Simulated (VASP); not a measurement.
# BaTiO3 (R3m) in VASP: further runs, part 2 of 2

VASP 6.6.1. Earlier steps stand in the parts before.

**3. Relaxation of cell and atoms, PBEsol**

This run uses another cell than the first one, of 12.84 Å³/atom.

Contents of INCAR:

```
ALGO = Normal ; EDIFF = 1E-6
EDIFFG = -0.02 ; ENCUT = 600
GGA = PS ; IBRION = 2
ISIF = 3 ; ISMEAR = 0
LASPH = True ; LCHARG = False
LREAL = False ; LWAVE = False
NELM = 100 ; NSW = 80
PREC = Accurate ; SIGMA = 0.01
```

Contents of KPOINTS:

```
k-points
0
Gamma
  6 6 6
```

Contents of POSCAR:

```
BaTiO3
1.0
    2.8273700000      1.6323800000      2.3183900000
   -2.8273700000      1.6323800000      2.3183900000
    0.0000000000     -3.2647600000      2.3183900000
Ba Ti O
1 1 3
Direct
    0.0000000000      0.0000000000      0.0000000000
    0.4845000000      0.4845000000      0.4845000000
    0.5086000000      0.5086000000      0.0175000000
    0.0175000000      0.5086000000      0.5086000000
    0.5086000000      0.0175000000      0.5086000000
```

Potentials or basis: VASP PAW PBE potentials, release 64 (Ba_sv, Ti_sv, O).

Launch:

```console
cat potpaw_PBE.64/Ba_sv/POTCAR potpaw_PBE.64/Ti_sv/POTCAR potpaw_PBE.64/O/POTCAR > POTCAR
mpirun -np 1 vasp_std > vasp.out
```

OUTCAR:

```text
EDIFF = 1E-6
   EDIFFG = -0.02
   ENCUT = 600
   GGA = PS
   IBRION = 2
   ISIF = 3
   ISMEAR = 0
   LASPH = True
   LREAL = False
   NELM = 100
   NSW = 80
   PREC = Accurate

 ion  position               nearest neighbor table
   1  0.000  0.000  0.000-   3 2.79   4 2.79   5 2.79   4 2.83   5 2.83   5 2.83   4 2.83   3 2.83
                             3 2.83   3 2.89   4 2.89   5 2.89   2 3.37   2 3.43   2 3.43   2 3.43
   2  0.484  0.484  0.484-   3 1.87   4 1.87   5 1.87   3 2.14   4 2.14   5 2.14   1 3.37   1 3.43
                             1 3.43   1 3.43   1 3.50   1 3.50   1 3.50   1 3.59
   3  0.509  0.509  0.017-   2 1.87   2 2.14   1 2.79   1 2.83   1 2.83   1 2.89
   4  0.017  0.509  0.509-   2 1.87   2 2.14   1 2.79   1 2.83   1 2.83   1 2.89
   5  0.509  0.017  0.509-   2 1.87   2 2.14   1 2.79   1 2.83   1 2.83   1 2.89

  LATTYP: Found a trigonal (rhomboedric) cell.
 ALAT       =     4.0042000167
 COS(alpha) =     0.0028424988

  Lattice vectors:
[... 346 lines left out ...]
  ext. energy  EPLUGINS =         0.00000000
  ---------------------------------------------------
  free energy    TOTEN  =       -42.01478707 eV

  energy without entropy =      -42.01478707  energy(sigma->0) =      -42.01478707

 E-fermi :   3.7743     XC(G=0): -11.4987

 val. band max:        3.6336478879   @ k =   0.5000   0.5000   0.5000
 cond. band min:       5.9005643663   @ k =   0.0000   0.0000   0.0000
 fundamental gap:      2.2669164784
 Fermi energy:         3.7743455915

 k-point     1 :       0.0000    0.0000    0.0000
  band No.  band energies     occupation
      1     -52.4384      2.00000
      2     -28.8026      2.00000
      3     -28.8026      2.00000
      4     -28.7985      2.00000
      5     -21.1119      2.00000
      6     -13.1253      2.00000
[... 637 lines left out ...]
     23       7.6925      0.00000
     24       9.4134      0.00000

 [... further k-points ...]
[... 5 lines left out ...]
  --------------------------------------------------------------------------------------
  -------------------------------------------------------------------------------------
  Total        0.0054017      0.0054017      0.0341468     -0.0000000      0.0000000      0.0000000
  in kB        0.1348796      0.1348792      0.8526344     -0.0000000      0.0000000      0.0000000
  external PRESSURE =       0.3741311 kB  Pullay stress =       0.0000000 kB
[... 20 lines left out ...]
  FREE ENERGIE OF THE ION-ELECTRON SYSTEM (eV)
  ---------------------------------------------------
  free  energy   TOTEN  =       -42.0147870679 eV

  energy  without entropy=      -42.0147870679  energy(sigma->0) =      -42.01478707

 reached required accuracy - stopping structural energy minimisation
```

OSZICAR:

```text
N       E                     dE             d eps       ncg     rms          rms(c)
DAV:   1     0.486624994927E+03    0.48662E+03   -0.23256E+04  1536   0.200E+03
[... 48 lines left out ...]
DAV:   2    -0.420148598762E+02    0.18725E-03   -0.38093E-03  1752   0.544E-01    0.749E-02
DAV:   3    -0.420147939788E+02    0.65897E-04   -0.68596E-04  2104   0.170E-01    0.316E-02
DAV:   4    -0.420147794877E+02    0.14491E-04   -0.12732E-04  2200   0.951E-02    0.174E-02
DAV:   5    -0.420147823935E+02   -0.29058E-05   -0.17391E-05  2120   0.333E-02    0.908E-03
DAV:   6    -0.420147851195E+02   -0.27260E-05   -0.62654E-06  1784   0.129E-02    0.664E-03
DAV:   7    -0.420147870117E+02   -0.18922E-05   -0.21493E-06  1584   0.110E-02    0.666E-04
DAV:   8    -0.420147870679E+02   -0.56278E-07   -0.27854E-07   800   0.325E-03
   5 F= -.42014787E+02 E0= -.42014787E+02  d E =-.943264E-03
```

CONTCAR:

```text
BaTiO3
   1.00000000000000
     2.8276360614780840    1.6325336099136221    2.3166519865586213
    -2.8276360614780840    1.6325336099136221    2.3166519865586213
    -0.0000000000000000   -3.2650672198272441    2.3166519865586213
  Ba              Ti              O
     1     1     3
Direct
     0.9981698017257469    0.9981698017257469    0.9981698017257469
     0.4859528739578023    0.4859528739578023    0.4859528739578023
     0.5093612808408203    0.5093612808408203    0.0163547626348080
     0.0163547626344393    0.5093612808411891    0.5093612808408203
     0.5093612808411891    0.0163547626344393    0.5093612808408203

  0.00000000E+00  0.00000000E+00  0.00000000E+00
  0.00000000E+00  0.00000000E+00  0.00000000E+00
  0.00000000E+00  0.00000000E+00  0.00000000E+00
  0.00000000E+00  0.00000000E+00  0.00000000E+00
  0.00000000E+00  0.00000000E+00  0.00000000E+00
```

Wall time 1.9 min (1 thread of Intel Xeon Platinum 8488C (Sapphire Rapids), shared host); peak memory 0.23 GiB.

What came out:

| Quantity | Value |
| --- | --- |
| Free energy | -42.0148 eV |
| Relaxed volume | 12.83 Å³/atom |
| Relaxed cell | a = 4.003 Å, b = 4.003 Å, c = 4.003 Å, α = 89.87°, β = 89.87°, γ = 89.87° |
| Space group after relaxing (to 0.1 Å) | R3m (No. 160) |
| Energy gained by relaxing | 0.5 meV/atom |
| Ionic steps | 5 |
| Pressure after relaxing | 0.0 GPa |
| Largest force after relaxing | 0.010 eV/Å |
| Band gap on the k mesh | 2.27 eV (least direct gap 2.64 eV) |

Forces on the atoms (eV/Å):
```
Ba   0.000  0.000 -0.010
Ti   0.000  0.000  0.003
O    0.000 -0.010  0.002
O    0.008  0.005  0.002
O   -0.008  0.005  0.002
```

Step by step:
```
step  energy change (eV)  largest force (eV/Å)  pressure (GPa)  volume (Å³)
   1              0.0000                0.1360            0.47        64.20
   2             -0.0011                0.0702           -0.85        64.55
   3             -0.0013                0.0875           -0.45        64.44
   4             -0.0022                0.0332           -0.12        64.25
   5             -0.0023                0.0102            0.04        64.16
```

Final structure:
```
Ba Ti O
1.0
     2.82764    1.63253    2.31665
    -2.82764    1.63253    2.31665
     0.00000   -3.26507    2.31665
Ba Ti O
1 1 3
Direct
  0.99817 0.99817 0.99817
  0.48595 0.48595 0.48595
  0.50936 0.50936 0.01635
  0.01635 0.50936 0.50936
  0.50936 0.01635 0.50936
```

Levels at points of the mesh, in eV from the valence-band top:
```tsv
k point	band 18	band 19	band 20	band 21	band 22	band 23
(0.00, 0.00, 0.00)	-0.50	-0.37	-0.37	2.27	2.27	2.41
(0.50, 0.00, 0.00)	-1.67	-0.95	-0.83	2.45	3.74	3.83
(0.50, 0.50, 0.00)	-0.90	-0.85	-0.09	3.81	3.81	4.15
(0.50, 0.50, 0.50)	-0.02	-0.02	0.00	4.31	4.44	4.44
```

Caveat: the PAW data sets were made with another functional, which shifts forces and pressure a little; spin-orbit coupling is left out, which moves the levels of the heavy elements.

**4. Relaxation of cell and atoms, PBEsol, target pressure 5 GPa, at which the enthalpy is minimised**

This run uses another cell than the first one, of 12.84 Å³/atom.

Contents of INCAR:

```
SYSTEM = BaTiO3
PREC     = Accurate       ! precision mode
ENCUT    = 600            ! plane-wave cutoff, eV
EDIFF    = 1E-6           ! SCF threshold, eV
ISMEAR   = 0              ! smearing method
SIGMA    = 0.01           ! smearing width, eV
LREAL    = .FALSE.        ! projectors in reciprocal space
LASPH    = .TRUE.         ! aspherical terms in the spheres
NELM     = 100            ! most SCF steps
ALGO     = Normal         ! electronic algorithm
ISIF     = 3              ! what is computed and relaxed
LWAVE    = .FALSE.        ! write WAVECAR
LCHARG   = .FALSE.        ! write CHGCAR
GGA      = PS             ! functional
IBRION   = 2              ! ionic algorithm
NSW      = 80             ! ionic steps
EDIFFG   = -0.02          ! ionic threshold
PSTRESS  = 50.0
```

Contents of KPOINTS:

```
Automatic mesh
0
G
  6 6 6
  0 0 0
```

POSCAR is that of step 3.

Launch:

```console
cat potpaw_PBE.64/Ba_sv/POTCAR potpaw_PBE.64/Ti_sv/POTCAR potpaw_PBE.64/O/POTCAR > POTCAR
mpirun -np 1 vasp_std > vasp.out
```

Wall time 3.6 min (1 thread of Intel Xeon Platinum 8488C (Sapphire Rapids), shared host); peak memory 0.23 GiB.

It converged, with:

```
Free energy                                                : -41.9811 eV
Relaxed volume                                             : 12.38 Å³/atom
Relaxed cell                                               : a = 3.956 Å, b = 3.956 Å, c = 3.956 Å, α = 89.98°, β = 89.98°, γ = 89.98°
Space group after relaxing (to 0.1 Å)                      : R3m (No. 160)
Energy change on relaxing (the run minimises the enthalpy) : +6.3 meV/atom
Ionic steps                                                : 11
Pressure after relaxing                                    : 5.0 GPa
Largest force after relaxing                               : 0.012 eV/Å
Band gap on the k mesh                                     : 2.05 eV (least direct gap 2.28 eV)
```

Forces in eV/Å, atoms in the order of the input:
```
Ba   0.000  0.000 -0.002
Ti   0.000  0.000  0.012
O    0.000  0.008 -0.003
O   -0.007 -0.004 -0.003
O    0.007 -0.004 -0.003
```

Stress tensor (GPa, compression positive):
```
4.93 0.00 0.00
0.00 4.93 0.00
0.00 0.00 5.18
```

Step by step:
| step | energy change (eV) | largest force (eV/Å) | pressure (GPa) | volume (Å³) |
| --- | --- | --- | --- | --- |
| 1 | 0.0000 | 0.1360 | 0.47 | 64.20 |
| 2 | 0.1012 | 0.5931 | 10.38 | 60.89 |
| 3 | 0.0280 | 0.3751 | 5.28 | 62.47 |
| 4 | 0.0278 | 0.1845 | 5.21 | 62.15 |
| 5 | 0.0324 | 0.0967 | 5.29 | 61.96 |
| 6 | 0.0255 | 0.0478 | 4.62 | 62.14 |
| 7 | 0.0243 | 0.0458 | 4.51 | 62.18 |
| 8 | 0.0283 | 0.0313 | 4.88 | 62.03 |
| 9 | 0.0298 | 0.0317 | 5.03 | 61.98 |
| 10 | 0.0303 | 0.0229 | 5.02 | 61.96 |
| 11 | 0.0314 | 0.0118 | 5.02 | 61.92 |

Final structure:
```cif
data_structure
_symmetry_space_group_name_H-M 'P 1'
_symmetry_Int_Tables_number 1
_cell_length_a 3.9562
_cell_length_b 3.9562
_cell_length_c 3.9562
_cell_angle_alpha 89.983
_cell_angle_beta 89.983
_cell_angle_gamma 89.983
_cell_volume 61.92
loop_
_atom_site_label
_atom_site_type_symbol
_atom_site_fract_x
_atom_site_fract_y
_atom_site_fract_z
_atom_site_occupancy
Ba1 Ba 0.00024 0.00024 0.00024 1
Ti1 Ti 0.49154 0.49154 0.49154 1
O1 O 0.50786 0.50786 0.01171 1
O2 O 0.01171 0.50786 0.50786 1
O3 O 0.50786 0.01171 0.50786 1
```

Levels at points of the mesh, in eV from the valence-band top:
```csv
k point,band 18,band 19,band 20,band 21,band 22,band 23
"(0.00, 0.00, 0.00)",-0.31,-0.23,-0.23,2.05,2.05,2.14
"(0.50, 0.00, 0.00)",-1.78,-0.84,-0.77,2.24,3.78,3.83
"(0.50, 0.50, 0.00)",-0.86,-0.85,-0.10,3.82,3.83,4.21
"(0.50, 0.50, 0.50)",-0.01,-0.01,0.00,4.45,4.52,4.52
```

Caveat: the cell is relaxed towards a set pressure, so the run minimises the enthalpy, not the energy; the PAW data sets were made with another functional, which shifts forces and pressure a little; spin-orbit coupling is left out, which moves the levels of the heavy elements. A hybrid or GW would open this gap; PBEsol tends to underestimate it.

**5. Summary**

```tsv
task	cell	cutoff (eV)	gap on the mesh (eV)	pressure (GPa)	largest force (eV/Å)
single point	a = 3.989 Å, angles 89.9°, 5 atoms, atomic positions A	520	2.26	1.9	0.06
relaxation of cell and atoms	relaxed from a = 4.004 Å, angles 89.8°, 5 atoms, atomic positions B	600	2.27	0.0	0.01
relaxation of cell and atoms	relaxed to 5 GPa from a = 4.004 Å, angles 89.8°, 5 atoms, atomic positions B	600	2.05	5.0	0.01
```

Alike in all rows: level PBEsol; potentials or basis VASP PAW PBE potentials, release 64 (Ba_sv, Ti_sv, O); no spin polarisation; k mesh 6 × 6 × 6; smearing gaussian 0.01 eV.

Caveats: the PAW data sets were made with another functional, which shifts forces and pressure a little; spin-orbit coupling is left out, which moves the levels of the heavy elements; the cell is relaxed towards a set pressure, so the run minimises the enthalpy, not the energy (at least some runs).

Total energies depend on the potentials used, so only differences within one code and one set of settings carry meaning.
